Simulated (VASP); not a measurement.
# ZnS (P6_3mc) in VASP: notebook, part 2 of 2

VASP 6.6.1.

## 4. Single point, PBEsol

This run uses another cell than the first one, of 17.37 Å³/atom, 1.039 times its volume.

Input file INCAR:

```
PREC = Accurate
ENCUT = 520
EDIFF = 1E-6
ISMEAR = 0
SIGMA = 0.01
LREAL = False
LASPH = True
NELM = 80
ALGO = Normal
ISIF = 2
LWAVE = False
LCHARG = True
GGA = PS
LELF = True
LVHAR = True
NBANDS = 26
```

Input file KPOINTS:

```
Automatic mesh
0
Gamma
  6 6 4
```

Input file POSCAR:

```
ZnS
1.0
    3.6509500456      0.0000000000      0.0000000000
   -1.8254750228      3.1618154874      0.0000000000
    0.0000000000      0.0000000000      6.0187337767
Zn S
2 2
Direct
    0.3333333333      0.6666666667      0.0062241958
    0.6666666667      0.3333333333      0.5062241958
    0.3333333333      0.6666666667      0.3787758042
    0.6666666667      0.3333333333      0.8787758042
```

Potentials or basis: VASP PAW PBE potentials, release 64 (Zn, S).

Run with:

```
> cat potpaw_PBE.64/Zn/POTCAR potpaw_PBE.64/S/POTCAR > POTCAR
> mpirun -np 1 vasp_std > vasp.out
```

OUTCAR:

```text
PREC = Accurate
   ENCUT = 520
   EDIFF = 1E-6
   ISMEAR = 0
   LREAL = False
   LASPH = True
   NELM = 80
   ISIF = 2
   GGA = PS

 ion  position               nearest neighbor table
   1  0.333  0.667  0.006-   3 2.24   4 2.24   4 2.24   4 2.24
   2  0.667  0.333  0.506-   4 2.24   3 2.24   3 2.24   3 2.24
   3  0.333  0.667  0.379-   1 2.24   2 2.24   2 2.24   2 2.24
   4  0.667  0.333  0.879-   2 2.24   1 2.24   1 2.24   1 2.24

  LATTYP: Found a hexagonal cell.
 ALAT       =     3.6509500456
 C/A-ratio  =     1.6485390656

  Lattice vectors:

 A1 = (   3.6509500456,   0.0000000000,   0.0000000000)
 A2 = (  -1.8254750228,   3.1618154874,   0.0000000000)
 A3 = (   0.0000000000,   0.0000000000,   6.0187337767)

Analysis of symmetry for initial positions (statically):
=====================================================================
 Subroutine PRICEL returns:
 Original cell was already a primitive cell.

 Routine SETGRP: Setting up the symmetry group for a
 hexagonal supercell.

 Subroutine GETGRP returns: Found 12 space group operations
[... 167 lines left out ...]

 E-fermi :   3.4060     XC(G=0): -10.4528

 val. band max:        3.3293520546   @ k =   0.0000   0.0000   0.0000
 cond. band min:       5.9427472400   @ k =   0.0000   0.0000   0.0000
 fundamental gap:      2.6133951854
 Fermi energy:         3.4059912130

 k-point     1 :       0.0000    0.0000    0.0000
  band No.  band energies     occupation
      1     -10.8474      2.00000
      2      -9.6502      2.00000
      3      -3.6825      2.00000
      4      -3.6477      2.00000
      5      -3.6477      2.00000
      6      -3.5431      2.00000
[... 598 lines left out ...]
     25      13.0093      0.00000
     26      13.0093      0.00000

------------------------ aborting loop because EDIFF is reached ----------------------------------------

  FORCE on cell =-STRESS in cart. coord.  units (eV):
  Direction    XX          YY          ZZ          XY          YZ          ZX
  --------------------------------------------------------------------------------------
  -------------------------------------------------------------------------------------
  Total        4.4446764      4.4446764      4.4642908      0.0000000      0.0000000      0.0000000
  in kB      102.4951176    102.4951175    102.9474305      0.0000000      0.0000000      0.0000000
  external PRESSURE =     102.6458885 kB  Pullay stress =       0.0000000 kB

 VOLUME and BASIS-vectors are now :
 -----------------------------------------------------------------------------
  energy-cutoff  :      520.00
  volume of cell :       69.48
      direct lattice vectors                 reciprocal lattice vectors
     3.650950046  0.000000000  0.000000000     0.273901310  0.158136995  0.000000000
    -1.825475023  3.161815487  0.000000000     0.000000000  0.316273990  0.000000000
     0.000000000  0.000000000  6.018733777     0.000000000  0.000000000  0.166147904

 POSITION                                       TOTAL-FORCE (eV/Angst)
 -----------------------------------------------------------------------------------
     -0.00000      2.10788      0.03746         0.000000     -0.000000     -0.000736
      1.82548      1.05394      3.04683        -0.000000     -0.000000     -0.000736
     -0.00000      2.10788      2.27975        -0.000000      0.000000      0.000736
      1.82548      1.05394      5.28912         0.000000     -0.000000      0.000736
 -----------------------------------------------------------------------------------
    total drift:                                0.000000      0.000000      0.001232

  FREE ENERGIE OF THE ION-ELECTRON SYSTEM (eV)
  ---------------------------------------------------
  free  energy   TOTEN  =       -14.9394613383 eV

  energy  without entropy=      -14.9394613383  energy(sigma->0) =      -14.93946134
```

Wall time 32 s (1 thread of Intel Xeon 6975P-C, shared host); peak memory 0.19 GiB.

What came out:

| Quantity | Value |
| --- | --- |
| Free energy | -14.9395 eV |
| Pressure | 10.3 GPa |
| Band gap on the k mesh | 2.61 eV, direct |

Caveat: the PAW data sets were made with another functional, which shifts forces and pressure a little. A hybrid or GW would open this gap; PBEsol tends to underestimate it.

## 5. Single point, PBEsol

This run uses another cell than the first one, of 17.83 Å³/atom, 1.067 times its volume.

Input file INCAR:

```
ALGO = Normal
EDIFF = 1E-6
ENCUT = 520
GGA = PS
ISIF = 2
ISMEAR = 0
LASPH = T
LCHARG = T
LELF = T
LREAL = F
LVHAR = T
LWAVE = F
NBANDS = 26
NELM = 80
PREC = Accurate
SIGMA = 0.01
```

Input file KPOINTS:

```
k-points
0
Gamma
  6 6 4
```

Input file POSCAR:

```
ZnS
1.0
    3.6849136586      0.0000000000      0.0000000000
   -1.8424568293      3.1912288391      0.0000000000
    0.0000000000      0.0000000000      6.0654235629
Zn S
2 2
Direct
    0.3333333333      0.6666666667      0.0059623535
    0.6666666667      0.3333333333      0.5059623535
    0.3333333333      0.6666666667      0.3790376465
    0.6666666667      0.3333333333      0.8790376465
```

Run with:

```
> cat potpaw_PBE.64/Zn/POTCAR potpaw_PBE.64/S/POTCAR > POTCAR
> mpirun -np 1 vasp_std > vasp.out
```

Wall time 31 s (1 thread of Intel Xeon 6975P-C, shared host); peak memory 0.2 GiB.

It converged, with:

- Free energy: -15.0405 eV
- Pressure: 7.3 GPa
- Band gap on the k mesh: 2.50 eV, direct

Levels at points of the mesh, in eV from the valence-band top:
| k point | band 16 | band 17 | band 18 | band 19 | band 20 | band 21 |
| --- | --- | --- | --- | --- | --- | --- |
| (0.00, 0.00, 0.00) | -0.12 | 0.00 | 0.00 | 2.50 | 3.17 | 6.14 |
| (0.50, 0.00, 0.00) | -2.64 | -2.05 | -1.04 | 3.43 | 4.37 | 4.87 |
| (0.00, 0.00, 0.50) | -0.56 | -0.56 | -0.56 | 3.71 | 3.71 | 6.63 |
| (0.50, 0.00, 0.50) | -1.94 | -1.90 | -1.90 | 3.38 | 3.38 | 5.03 |

Caveat: the PAW data sets were made with another functional, which shifts forces and pressure a little.

## 6. The runs side by side

```csv
cell,gap on the mesh (eV),pressure (GPa)
"a = 3.601, b = 3.601, c = 5.955 Å, angles 90.0, 90.0, 120.0°, 4 atoms",2.78,15.2
"a = 3.651, b = 3.651, c = 6.019 Å, angles 90.0, 90.0, 120.0°, 4 atoms",2.61,10.3
"a = 3.685, b = 3.685, c = 6.065 Å, angles 90.0, 90.0, 120.0°, 4 atoms",2.50,7.3
```

Alike in all rows: task single point; level PBEsol; potentials or basis VASP PAW PBE potentials, release 64 (Zn, S); no spin polarisation; k mesh 6 × 6 × 4; cutoff (eV) 520; smearing gaussian 0.01 eV.

Caveats: the PAW data sets were made with another functional, which shifts forces and pressure a little.

Total energies depend on the potentials used, so only differences within one code and one set of settings carry meaning.
